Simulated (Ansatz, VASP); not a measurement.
## Zn5O: VASP beside Ansatz

File INCAR:

```
SYSTEM = Zn5O
PREC = Accurate
ENCUT = 600
EDIFF = 1E-6
ISMEAR = 0
SIGMA = 0.1
LREAL = .False.
LASPH = .True.
NELM = 60
ALGO = Fast
ISIF = 3
LWAVE = .False.
LCHARG = .False.
GGA = PE
IBRION = 2
NSW = 100
EDIFFG = -0.01
```

KPOINTS

```
Automatic mesh
0
Gamma
  12 12 6
  0 0 0
```

The input POSCAR:

```
Zn5O
1.0
    4.9898416340      0.0000000000      0.0000000000
   -2.4949208170      4.3213296159      0.0000000000
    0.0000000000      0.0000000000      6.1986678100
Zn O
5 1
Direct
    0.0000000000      0.0000000000      0.7109986161
    0.5000000000      0.0000000000      0.5000000000
    0.0000000000      0.5000000000      0.5000000000
    0.5000000000      0.5000000000      0.5000000000
    0.0000000000      0.0000000000      0.2890013839
    0.0000000000      0.0000000000      0.0000000000
```

Input for Ansatz:

```yaml
crystal:
  lattice:
    - [4.989841634, 0.0, 0.0]
    - [-2.494920817, 4.3213296159, 0.0]
    - [0.0, 0.0, 6.19866781]
  atoms:
    - { symbol: Zn, position: [0.0, 0.0, 0.7109986161] }
    - { symbol: Zn, position: [0.5, 0.0, 0.5] }
    - { symbol: Zn, position: [0.0, 0.5, 0.5] }
    - { symbol: Zn, position: [0.5, 0.5, 0.5] }
    - { symbol: Zn, position: [0.0, 0.0, 0.2890013839] }
    - { symbol: O, position: [0.0, 0.0, 0.0] }
basis:
  ecutwfc: 420
kpoints:
  mp_grid: { grid: [12, 12, 6] }
hamiltonian:
  xc: pbe
scf:
  occupations: { method: gaussian, width: 0.1 }
output:
  forces: true
  stress: true
  eigenvalues: true
  write_density: true
  write_potential: true
  elf: true
  volumetric_format: npy
relax:
  adjacent_minimum: "off"
  f_tol: 0.01
  max_steps: 80
  cell: { stress_tol: 0.05 }
```

Alike in both runs: task relaxation of cell and atoms; functional PBE; k mesh 12 × 12 × 6; occupations gaussian, width 0.1 eV; no spin polarisation.

|  | VASP | Ansatz |
| --- | --- | --- |
| version | VASP 6.6.1 | Ansatz 0.2.0 |
| potentials or method | VASP PAW PBE potentials, release 64 (Zn, O), cutoff 600 eV | scalar-relativistic, plane waves, PAW |
| valence electrons in the cell | 66 | 66 |

|  | VASP | Ansatz | Ansatz less VASP |
| --- | --- | --- | --- |
| gap on the k mesh at the Fermi level, each at its own relaxed structure (eV) | none | none | - |
| relaxed volume (Å³/atom) | 22.42 | 22.29 | -0.133 |
| relaxed length of the cell vector where the two differ most in proportion (Å) | 6.043 | 6.022 | -0.0215 |

A gap of «none» marks a metal or a gap that the smearing closes.
